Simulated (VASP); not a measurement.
Zr: single point with PBEsol

Zr:

```
Zr
1.0
     2.90198    0.00000    0.00000
     0.00000    2.90198    0.00000
     0.00000    0.00000    2.90198
Zr
1
Direct
  0.00000 0.00000 0.00000
```

This cell differs from its parent crystal: volume scaled by 1.04.

```yaml
Program: VASP 6.6.1
Task: single point
Functional: PBEsol
Potentials_or_basis: VASP PAW PBE potentials, release 64 (Zr_sv)
Cutoff: 520 eV
k_mesh: 12 × 12 × 12
Occupations: fermi-dirac, width 0.1 eV
Spin: no spin polarisation
Dipole_correction: no
Further_INCAR_settings: ALGO = Normal; EDIFF = 1e-06; NBANDS = 12
```

The pressure is -2.3 GPa and the band gap on the k mesh is zero (band 6 reaches 9.02 eV, above the bottom of band 7 at 6.30 eV).

Levels at points of the mesh, in eV from the Fermi level:
| k point | band 2 | band 3 | band 4 | band 5 | band 6 | band 7 | band 8 | band 9 | band 10 | band 11 |
| --- | --- | --- | --- | --- | --- | --- | --- | --- | --- | --- |
| (0.00, 0.00, 0.00) | -25.96 | -25.96 | -25.96 | -5.07 | -1.70 | -1.70 | 5.64 | 5.64 | 5.64 | 12.85 |
| (0.50, 0.00, 0.00) | -27.21 | -25.85 | -25.85 | -2.04 | -0.85 | 0.43 | 2.54 | 2.54 | 5.97 | 9.33 |
| (0.50, 0.50, 0.00) | -27.02 | -27.02 | -25.74 | -3.06 | -0.30 | 3.21 | 3.21 | 5.00 | 5.00 | 7.66 |
| (0.50, 0.50, 0.50) | -26.86 | -26.86 | -26.86 | -1.55 | -1.55 | -1.55 | 6.57 | 7.87 | 7.87 | 10.66 |

It took 38 s on 1 thread of AMD EPYC 7R13, with other jobs on the host, peak memory 0.12 GiB.

Caveat: the PAW data sets were made with another functional, which shifts forces and pressure a little.
